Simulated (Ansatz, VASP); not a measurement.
## Al2O3: VASP beside Ansatz

```
CELL_PARAMETERS angstrom
3.11507 0.00000 0.00000
-1.55754 2.69773 0.00000
0.00000 0.00000 9.33675
ATOMIC_POSITIONS crystal
Al 0.00000 0.00000 0.14999
Al 0.00000 0.00000 0.85001
O 0.33333 0.66667 0.22232
O 0.66667 0.33333 0.00000
O 0.33333 0.66667 0.77768
```

Change from the starting cell: strain +0.080 along x and y, +0.000 along z, atoms carried along.

Alike in both runs: task single point; functional LDA; k mesh 9 × 9 × 4; occupations gaussian, width 0.05 eV; no spin polarisation.

```csv
,VASP,Ansatz
version,VASP 6.6.1,Ansatz 0.2.0
potentials or method,"VASP PAW LDA potentials, release 64 (Al, O), cutoff 520 eV","scalar-relativistic, plane waves, PAW"
valence electrons in the cell,24,24
```

Ansatz gave:

* gap on the k mesh at the Fermi level (eV): 2.87
* least direct gap on the mesh (eV): 3.05
* pressure (GPa): -23.1
* traceless stress, the component that is largest in VASP (GPa): 15.69
* rms of the force components (eV/Å): 0.703

Estimate VASP's values.

gap on the k mesh at the Fermi level (eV): 2.85; least direct gap on the mesh (eV): 3.03; pressure (GPa): -22.9; traceless stress, the component that is largest in VASP (GPa): 15.44; rms of the force components (eV/Å): 0.702.

LDA's correlation is that of Perdew and Zunger in VASP and of Perdew and Wang (1992) in Ansatz. Atom by atom the forces differ by 0.003 eV/Å (rms over components).
